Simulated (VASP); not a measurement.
A run of VASP 6.6.1:

Contents of INCAR:

```
SYSTEM = Pb
ALGO     = Normal         ! electronic algorithm
EDIFF    = 1E-6           ! SCF threshold, eV
ENCUT    = 520            ! plane-wave cutoff, eV
ISIF     = 2              ! what is computed and relaxed
ISMEAR   = -1             ! smearing method
LASPH    = .True.         ! aspherical terms in the spheres
LCHARG   = .False.        ! write CHGCAR
LREAL    = .False.        ! projectors in reciprocal space
LWAVE    = .False.        ! write WAVECAR
NBANDS   = 21             ! bands
NELM     = 80             ! most SCF steps
PREC     = Accurate       ! precision mode
SIGMA    = 0.05           ! smearing width, eV
```

Contents of KPOINTS:

```
k-points
0
Gamma
  8 8 8
  0 0 0
```

The input POSCAR:

```
Pb
1.0
    0.0000000000      3.4504253888      3.4504253888
    3.4504253888      0.0000000000      3.4504253888
    3.4504253888      3.4504253888      0.0000000000
Pb
2
Direct
    0.0000000000      0.0000000000      0.0000000000
    0.2500000000      0.2500000000      0.2500000000
```

Potentials or basis: VASP PAW LDA potentials, release 64 (Pb_d).

Command:

```sh
$ cat potpaw_LDA.64/Pb_d/POTCAR > POTCAR
$ mpirun -np 1 vasp_std > vasp.out
```

Hardware: 1 thread of Intel(R) Xeon(R) 6975P-C (Granite Rapids), with other jobs on the host.

Problem. How long does it take, and how much memory?

Solution. Run time: 17 s on 1 thread of Intel(R) Xeon(R) 6975P-C (Granite Rapids), on a shared host, peak memory 0.18 GiB. Counts: scf iterations 11, k points 29.
